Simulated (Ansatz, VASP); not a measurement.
Two plane-wave programs on Cd

```
Cd
1.0
     0.00000    2.23549    2.23549
     2.23549    0.00000    2.23549
     2.23549    2.23549    0.00000
Cd
1
Cartesian
  0.0000 0.0000 0.0000
```

Alike in both runs: task single point; functional PBE; k mesh 4 × 4 × 4; occupations fermi-dirac, width 0.15 eV; non-collinear spin, spin-orbit coupling.

```csv
,VASP,Ansatz
version,VASP 6.6.1,Ansatz 0.2.0 development build
potentials or method,"VASP PAW PBE potentials, release 64 (Cd)","plane waves, PAW datasets (hand-made set)"
plane-wave cutoff (eV),500,520
valence electrons in the cell,12,20
```

|  | VASP | Ansatz | Ansatz less VASP |
| --- | --- | --- | --- |
| net moment per atom (μB) | 0.00 | 0.00 | 0.000 |

VASP's potentials hold 12 valence electrons a cell and Ansatz's 20, so a difference there can come from the potentials and not from the codes. Ansatz's warnings: stress scf threshold loose.

The k mesh is coarse, so the values compare programs but aren't converged.
